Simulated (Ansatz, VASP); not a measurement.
**Ta2Se5 in VASP and in Ansatz**

```xyz
7
Lattice="5.3455 0.0000 0.0000 -2.6728 4.6294 0.0000 0.0000 0.0000 7.2111" Properties=species:S:1:pos:R:3 pbc="T T T"
Ta    0.0000    0.0000    5.9154
Ta    0.0000    0.0000    1.2957
Se    0.0000    3.0862    0.0000
Se    2.6728    1.5431    0.0000
Se    0.0000    3.0862    3.6056
Se    2.6728    1.5431    3.6056
Se    0.0000    0.0000    3.6056
```

Alike in both runs: task single point; functional PBE; k mesh 6 × 6 × 4; occupations gaussian, width 0.1 eV; collinear spin.

|  | VASP | Ansatz |
| --- | --- | --- |
| version | VASP 6.6.1 | Ansatz 0.2.0 |
| potentials or method | VASP PAW PBE potentials, release 64 (Ta_pv, Se), cutoff 520 eV | scalar-relativistic, plane waves, PAW |
| valence electrons in the cell | 52 | 106 |

|  | VASP | Ansatz | Ansatz less VASP |
| --- | --- | --- | --- |
| gap on the k mesh at the Fermi level (eV) | none | none | - |
| pressure (GPa) | -4.9 | -5.0 | -0.05 |
| traceless stress, the component that is largest in VASP (GPa) | 10.23 | 10.13 | -0.106 |
| rms of the force components (eV/Å) | 1.119 | 1.112 | -0.0067 |
| net moment per atom (μB) | 0.00 | 0.00 | 0.000 |

Atom by atom the forces differ by 0.007 eV/Å (rms over components). A gap of «none» marks a metal or a gap that the smearing closes. The functional is the same, so the differences come from potentials, cutoffs and numerics. VASP's potentials hold 52 valence electrons a cell and Ansatz's 106, so a difference there can come from the potentials and not from the codes. Ansatz's warnings: seeded moment not kept.

Spin-orbit coupling is off throughout.
